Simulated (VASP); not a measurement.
A run of VASP 6.6.1 is set up as follows.

File INCAR:

```
  PREC = Accurate
  ENCUT = 600
  EDIFF = 1E-8
  ISMEAR = 0
  SIGMA = 0.01
  LREAL = False
  LASPH = True
  NELM = 60
  ALGO = Normal
  ISIF = 3
  LWAVE = False
  LCHARG = False
  GGA = PS
  IBRION = 6
  NFREE = 2
  POTIM = 0.015
  NSW = 1
```

KPOINTS

```
regular mesh
0
Gamma
  12 12 12
```

The input POSCAR:

```
BN
1.0
    0.0000000000      1.7908633283      1.7908633283
    1.7908633283      0.0000000000      1.7908633283
    1.7908633283      1.7908633283      0.0000000000
B N
1 1
Direct
    0.0000000000      0.0000000000      0.0000000000
    0.7500000000      0.7500000000      0.7500000000
```

Potentials or basis: VASP PAW PBE potentials, release 64 (B, N).

The run is started by

```sh
$ cat potpaw_PBE.64/B/POTCAR potpaw_PBE.64/N/POTCAR > POTCAR
$ mpirun -np 1 vasp_std > vasp.out
```

Estimate the elastic constants C11, C12, C44.

822, 202, 480 GPa.

What does it give for the Voigt bulk modulus?

409 GPa.

Predict the highest phonon frequency at Γ, LO-TO splitting left out.

1076 cm⁻¹.

Clamped-ion elastic tensor (GPa):
```
822 202 202   0   0   0
202 822 202   0   0   0
202 202 822   0   0   0
  0   0   0 487   0   0
  0   0   0   0 487   0
  0   0   0   0   0 487
```

Caveat: the cell is under stress, which shifts elastic constants; the PAW data sets were made with another functional, which shifts forces and pressure a little.
